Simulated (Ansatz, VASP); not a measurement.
## K2Pt in VASP and in Ansatz

Contents of INCAR:

```
PREC = Accurate
ENCUT = 500
EDIFF = 1E-6
ISMEAR = 0
SIGMA = 0.1
LREAL = F
LASPH = T
NELM = 120
ALGO = Normal
ISIF = 2
LWAVE = F
LCHARG = F
NBANDS = 21
GGA_COMPAT = F
```

Contents of KPOINTS:

```
Automatic mesh
0
Gamma
  4 4 4
```

File POSCAR:

```
K2Pt
1.0
    0.0000000000      3.7814631400      3.7814631400
    3.7814631400      0.0000000000      3.7814631400
    3.7814631400      3.7814631400      0.0000000000
K Pt
2 1
Direct
    0.7500000000      0.7500000000      0.7500000000
    0.2500000000      0.2500000000      0.2500000000
    0.0000000000      0.0000000000      0.0000000000
```

Input for Ansatz:

```yaml
crystal:
  lattice:
    - [0.0, 3.78146314, 3.78146314]
    - [3.78146314, 0.0, 3.78146314]
    - [3.78146314, 3.78146314, 0.0]
  atoms:
    - { symbol: K, position: [0.75, 0.75, 0.75] }
    - { symbol: K, position: [0.25, 0.25, 0.25] }
    - { symbol: Pt, position: [0.0, 0.0, 0.0] }
basis:
  ecutwfc: 420
kpoints:
  mp_grid: { grid: [4, 4, 4] }
hamiltonian:
  xc: lda
scf:
  occupations: { method: gaussian, width: 0.1 }
output:
  forces: true
  stress: true
  eigenvalues: true
```

Alike in both runs: task single point; functional LDA; k mesh 4 × 4 × 4; occupations gaussian, width 0.1 eV; no spin polarisation.

```csv
,VASP,Ansatz
version,VASP 6.6.1,Ansatz 0.2.0
potentials or method,"VASP PAW LDA potentials, release 64 (K_sv, Pt), cutoff 500 eV","scalar-relativistic, plane waves, PAW"
valence electrons in the cell,28,36
```

VASP gave:

| Property | Result |
| --- | --- |
| gap on the k mesh at the Fermi level (eV) | 1.31 |
| least direct gap on the mesh (eV) | 1.39 |
| pressure (GPa) | -1.8 |

**Question.** What did Ansatz give for the same quantities?

**Answer.** gap on the k mesh at the Fermi level (eV): 1.31; least direct gap on the mesh (eV): 1.38; pressure (GPa): -1.9.

LDA's correlation is that of Perdew and Zunger in VASP and of Perdew and Wang (1992) in Ansatz. VASP's potentials hold 28 valence electrons a cell and Ansatz's 36, so a difference there can come from the potentials and not from the codes.

Neither program's run includes spin-orbit coupling.
